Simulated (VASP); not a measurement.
A run of VASP 6.6.1:

The input INCAR:

```
PREC = Accurate
ENCUT = 520
EDIFF = 1E-6
ISMEAR = 1
SIGMA = 0.05
LREAL = False
LASPH = True
NELM = 100
ALGO = Normal
ISIF = 2
LWAVE = False
LCHARG = False
GGA = PE
NBANDS = 25
```

Contents of KPOINTS:

```
Automatic mesh
0
Gamma
  4 4 4
```

POSCAR

```
LiCaF3
1.0
    3.7612440000      0.0000000000      0.0000000000
    0.0000000000      3.7612440000      0.0000000000
    0.0000000000      0.0000000000      3.7612440000
Li Ca F
1 1 3
Direct
    0.5000000000      0.5000000000      0.5000000000
    0.0000000000      0.0000000000      0.0000000000
    0.0000000000      0.5050000000      0.5000000000
    0.5000000000      0.5000000000      0.0000000000
    0.5000000000      0.0000000000      0.5000000000
```

Potentials or basis: VASP PAW PBE potentials, release 64 (Li_sv, Ca_sv, F).

The run is started by

```bash
$ cat potpaw_PBE.64/Li_sv/POTCAR potpaw_PBE.64/Ca_sv/POTCAR potpaw_PBE.64/F/POTCAR > POTCAR
$ mpirun -np 1 vasp_std > vasp.out
```

Hardware: 1 thread of Intel Xeon 6975P-C, on a shared host.

Q: Estimate the wall time of this run.

A: Wall time 22 s on 1 thread of Intel Xeon 6975P-C, with other jobs on the host, peak memory 0.17 GiB. Counts: scf iterations 13, k points 27.
